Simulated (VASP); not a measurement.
# Ta: single point with PBEsol

Ta:

```
CELL_PARAMETERS angstrom
0.00000 3.28205 -3.28205
-3.28205 0.00000 3.28205
1.64102 1.64102 1.64102
ATOMIC_POSITIONS crystal
Ta 0.00000 0.00000 0.00000
Ta 0.33333 0.66667 0.33333
Ta 0.66667 0.33333 0.66667
```

| Quantity | Value |
| --- | --- |
| Program | VASP 6.6.1 |
| Task | single point |
| Functional | PBEsol |
| Potentials or basis | VASP PAW PBE potentials, release 64 (Ta_pv) |
| Cutoff | 520 eV |
| k mesh | 9 × 9 × 13 |
| Occupations | fermi-dirac, width 0.05 eV |
| Spin | no spin polarisation |
| Dipole correction | no |
| Further INCAR settings | ALGO = Normal; EDIFF = 1e-06; NBANDS = 24 |

```json
{"Pressure": "0.1 GPa", "Band gap on the k mesh": "zero (an odd number of electrons rules out a gap without spin polarisation)"}
```

Levels at points of the mesh, in eV from the Fermi level:
| k point | band 14 | band 15 | band 16 | band 17 | band 18 | band 19 |
| --- | --- | --- | --- | --- | --- | --- |
| (0.00, 0.00, 0.00) | -1.01 | -1.01 | -1.01 | 0.74 | 0.74 | 0.74 |

Run time: 83 s on 1 thread of Intel(R) Xeon(R) Platinum 8259CL CPU @ 2.50GHz (Skylake/Cascade Lake) (shared host), peak memory 0.26 GiB.

Caveat: the PAW data sets were made with another functional, which shifts forces and pressure a little; spin-orbit coupling is left out, which moves the levels of the heavy elements.
